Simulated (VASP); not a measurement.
Sn:

```
Sn
1.0
     0.00000    3.23334    3.23334
     3.23334    0.00000    3.23334
     3.23334    3.23334    0.00000
Sn
2
Cartesian
  3.2333 3.2333 3.2333
  4.8500 4.8500 4.8500
```

This isn't the form of Sn at room conditions, which is tetragonal (white tin).

- Program: VASP 6.6.1
- Task: relaxation of volume and atoms at fixed shape
- Functional: r2SCAN
- Potentials or basis: VASP PAW PBE potentials, release 64 (Sn_d)
- Cutoff: 550 eV
- k mesh: 6 × 6 × 6
- Occupations: gaussian, width 0.05 eV
- Spin: no spin polarisation

At the start: pressure 2.2 GPa; volume 33.80 Å³/atom.

Q: Where does the relaxation end?

A: Over 3 steps the energy falls by 10.6 meV/atom and the volume is 35.40 Å³/atom (+4.7 %); space group Fd-3m (No. 227, to 0.1 Å) before and after.

The path:
| step | energy change (eV) | largest force (eV/Å) | pressure (GPa) | volume (Å³) |
| --- | --- | --- | --- | --- |
| 1 | 0.0000 | 0.0000 | 2.23 | 67.61 |
| 2 | -0.0172 | 0.0000 | -0.84 | 72.32 |
| 3 | -0.0213 | 0.0000 | 0.00 | 70.81 |

Final structure:
```
Sn
1.0
     0.00000    3.28358    3.28358
     3.28358    0.00000    3.28358
     3.28358    3.28358    0.00000
Sn
2
Cartesian
  3.2836 3.2836 3.2836
  4.9254 4.9254 4.9254
```

Caveat: the PAW data sets were made with another functional, which shifts forces and pressure a little.
